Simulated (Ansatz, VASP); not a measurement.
# One calculation of Cu, two programs

File INCAR:

```
SYSTEM = Cu
  PREC = Accurate
  ENCUT = 520
  EDIFF = 1E-6
  ISMEAR = 0
  SIGMA = 0.15
  LREAL = .False.
  LASPH = .True.
  NELM = 60
  ALGO = Fast
  ISIF = 2
  LWAVE = .False.
  LCHARG = .False.
  GGA = PS
  NBANDS = 12
```

Contents of KPOINTS:

```
regular mesh
0
Gamma
  24 24 24
  0 0 0
```

POSCAR

```
Cu
1.0
   -1.3995095204      1.4427933200      1.3760814500
    1.3995095204     -1.4427933200      1.3760814500
    1.3995095204      1.4427933200     -1.3760814500
Cu
1
Direct
    0.0000000000      0.0000000000      0.0000000000
```

Input for Ansatz:

```yaml
crystal:
  lattice:
    - [-1.3995095204, 1.44279332, 1.37608145]
    - [1.3995095204, -1.44279332, 1.37608145]
    - [1.3995095204, 1.44279332, -1.37608145]
  atoms:
    - { symbol: Cu, position: [0.0, 0.0, 0.0] }
basis:
  ecutwfc: 420
kpoints:
  mp_grid: { grid: [24, 24, 24] }
hamiltonian:
  xc: pbesol
scf:
  occupations: { method: gaussian, width: 0.15 }
output:
  forces: true
  stress: true
  eigenvalues: true
  write_density: true
  write_potential: true
  elf: true
  volumetric_format: npy
```

Change from the starting cell: strain -0.0300 x Voigt [1, 0, 0, 0, 0, 0], atoms carried along.

Alike in both runs: task single point; functional PBEsol; k mesh 24 × 24 × 24; occupations gaussian, width 0.15 eV; no spin polarisation.

|  | VASP | Ansatz |
| --- | --- | --- |
| version | VASP 6.6.1 | Ansatz 0.2.0 |
| potentials or method | VASP PAW PBE potentials, release 64 (Cu), cutoff 520 eV | scalar-relativistic, plane waves, PAW |
| valence electrons in the cell | 11 | 19 |

|  | VASP | Ansatz | Ansatz less VASP |
| --- | --- | --- | --- |
| gap on the k mesh at the Fermi level (eV) | none | none | - |
| pressure (GPa) | 4.7 | 3.8 | -0.97 |
| traceless stress, the component that is largest in VASP (GPa) | 0.41 | 0.41 | +0.001 |

VASP's potentials were made for PBE, not for PBEsol. A gap of «none» marks a metal or a gap that the smearing closes. With one functional, cell and mesh, what is left measures potentials, basis and numerics. VASP's potentials hold 11 valence electrons a cell and Ansatz's 19, so a difference there can come from the potentials and not from the codes.
